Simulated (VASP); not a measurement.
Set up this calculation in VASP 6.6.1, as the native input.

| Property | Result |
| --- | --- |
| Task | electric field gradients |
| Functional | PBEsol |
| Potentials or basis | VASP PAW PBE potentials, release 64 (Al, N) |
| Cutoff | 520 eV |
| k mesh | 13 × 13 × 13 |
| Occupations | fermi-dirac, width 0.02 eV |
| Spin | no spin polarisation |
| Dipole correction | no |
| Further INCAR settings | ALGO = Normal; EDIFF = 1e-08; NBANDS = 11 |

The structure of AlN lies in POSCAR:

```
AlN
1.0
    0.0000000000      1.9780000000      1.9780000000
    1.9780000000      0.0000000000      1.9780000000
    1.9780000000      1.9780000000      0.0000000000
Al N
1 1
Direct
    0.0000000000      0.0000000000      0.0000000000
    0.5000000000      0.5000000000      0.5000000000
```

The input as run:

INCAR

```
SYSTEM = AlN
PREC = Accurate ; ENCUT = 520
EDIFF = 1E-8 ; ISMEAR = -1
SIGMA = 0.02 ; LREAL = .False.
LASPH = .True. ; NELM = 120
ALGO = Normal ; ISIF = 2
LWAVE = .False. ; LCHARG = .False.
GGA = PS ; LEFG = .True.
NBANDS = 11 ; GGA_COMPAT = .False.
```

KPOINTS

```
regular mesh
0
Gamma
  13 13 13
  0 0 0
```

Potentials or basis: VASP PAW PBE potentials, release 64 (Al, N).

The run is started by

```sh
$ cat potpaw_PBE.64/Al/POTCAR potpaw_PBE.64/N/POTCAR > POTCAR
$ mpirun -np 1 vasp_std > vasp.out
```

Results of the run:

```json
{
 "Pressure": "20.0 GPa",
 "Band gap on the k mesh": "5.07 eV (least direct gap 6.64 eV)",
 "Largest electric field gradient by atom": "zero within the noise of the run"
}
```

Caveat: the cell stands under pressure; the PAW data sets were made with another functional, which shifts forces and pressure a little; an odd mesh through Γ misses points on the zone boundary, where band edges can lie.

Run time: 6.1 s on 1 thread of Intel(R) Xeon(R) 6975P-C (Granite Rapids), with other jobs on the host, peak memory 0.14 GiB.
